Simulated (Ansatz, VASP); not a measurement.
Li2Se: VASP beside Ansatz

INCAR

```
SYSTEM = Li2Se
PREC = Accurate
ENCUT = 750
EDIFF = 1E-6
ISMEAR = 0
SIGMA = 0.01
LREAL = .False.
LASPH = .True.
NELM = 200
ALGO = Normal
ISIF = 2
LWAVE = .False.
LCHARG = .True.
MAGMOM = 0 0 0 0 0 0 0 0 0
LORBIT = 11
LSORBIT = .True.
GGA_COMPAT = .False.
LORBMOM = .True.
GGA = PS
LVHAR = .True.
NBANDS = 25
```

The input KPOINTS:

```
Automatic mesh
0
Gamma
  6 6 6
  0 0 0
```

File POSCAR:

```
Li2Se
1.0
    0.0000000000      2.9723761877      2.9723761877
    2.9723761877      0.0000000000      2.9723761877
    2.9723761877      2.9723761877      0.0000000000
Li Se
2 1
Direct
    0.2500000000      0.2500000000      0.2500000000
    0.7500000000      0.7500000000      0.7500000000
    0.0000000000      0.0000000000      0.0000000000
```

Input for Ansatz:

```yaml
crystal:
  lattice:
    - [0.0, 2.97237618773, 2.97237618773]
    - [2.97237618773, 0.0, 2.97237618773]
    - [2.97237618773, 2.97237618773, 0.0]
  atoms:
    - { symbol: Li, position: [0.25, 0.25, 0.25] }
    - { symbol: Li, position: [0.75, 0.75, 0.75] }
    - { symbol: Se, position: [0.0, 0.0, 0.0] }
kpoints:
  mp_grid: { grid: [6, 6, 6] }
scf:
  occupations: { method: fixed }
hamiltonian:
  xc: pbesol
  pseudopotentials: { kind: paw_fr }
magnetization:
  noncollinear: true
  spin_orbit: true
output:
  forces: true
  stress: true
  eigenvalues: true
  eigenstates:
    nscf_kmesh: { grid: [8, 8, 8] }
    de_dk: true
    e_range: [-9, 12.81546442557]
checkpoint:
  write: ck
  write_wavefunctions: false
```

Alike in both runs: task single point; functional PBEsol; k mesh 6 × 6 × 6; non-collinear spin, spin-orbit coupling.

|  | VASP | Ansatz |
| --- | --- | --- |
| version | VASP 6.6.1 | Ansatz 0.2.0 |
| potentials or method | VASP PAW PBE potentials, release 64 (Li_sv, Se) | PAW with Ansatz's default frozen-core files, fully relativistic files with spin-orbit coupling |
| plane-wave cutoff (eV) | 750 | 420 |
| occupations | gaussian, width 0.01 eV | fixed |
| valence electrons in the cell | 12 | 22 |

```tsv
	VASP	Ansatz	Ansatz less VASP
pressure (GPa)	0.0	0.0	-0.03
net moment per atom (μB)	0.00	0.00	0.000
```

VASP's potentials were made for PBE, not for PBEsol. VASP's potentials hold 12 valence electrons a cell and Ansatz's 22, so a difference there can come from the potentials and not from the codes.
